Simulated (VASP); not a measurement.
Runs of VASP 6.6.1 on WS2. The structure is that of space group P6_3/mmc (No. 194), or close to it. The cells are those of the table. 

| level | potentials or basis | cell | k mesh | smearing | gap on the mesh (eV) | pressure (GPa) | largest force (eV/Å) |
| --- | --- | --- | --- | --- | --- | --- | --- |
| PBE | VASP PAW PBE potentials, release 64 (W_sv, S) | a = 3.323, b = 3.323, c = 11.937 Å, angles 90.0, 90.0, 120.0°, 6 atoms | 12 × 12 × 4 | gaussian 0.02 eV | none | 2.6 | 1.80 |
| PBE | VASP PAW PBE potentials, release 64 (W_sv, S) | a = 3.139, b = 3.139, c = 11.591 Å, angles 90.0, 90.0, 120.0°, 6 atoms | 12 × 12 × 4 | gaussian 0.02 eV | 0.43 | (a) | (b) |
| PBE | VASP PAW PBE potentials, release 64 (W_sv, S) | a = 3.180, b = 3.180, c = 12.500 Å, angles 90.0, 90.0, 120.0°, 6 atoms | 6 × 6 × 2 | gaussian 0.1 eV | 1.01 | -3.7 | 1.05 |
| LDA | VASP PAW LDA potentials, release 64 (W_sv, S) | a = 3.067, b = 3.067, c = 12.055 Å, angles 90.0, 90.0, 120.0°, 6 atoms | 12 × 12 × 4 | gaussian 0.02 eV | (c) | 7.4 | 0.41 |

Alike in all rows: task single point; no spin polarisation; cutoff (eV) 520.

Task: Estimate the missing entries.

Result: (a) 20.1; (b) 2.39; (c) 0.82.

Caveats: spin-orbit coupling is left out, which moves the levels of the heavy elements; forces of over 1 eV/Å act on the atoms, so gaps and moduli don't describe the material at rest (some runs); this functional lacks dispersion, which binds the layers, so the pressure and a relaxed spacing across them are unreliable (some runs).

A k mesh can miss the band edges, and the runs leave out spin-orbit coupling on W.

A gap of «none» marks levels without a gap at the run's occupations.
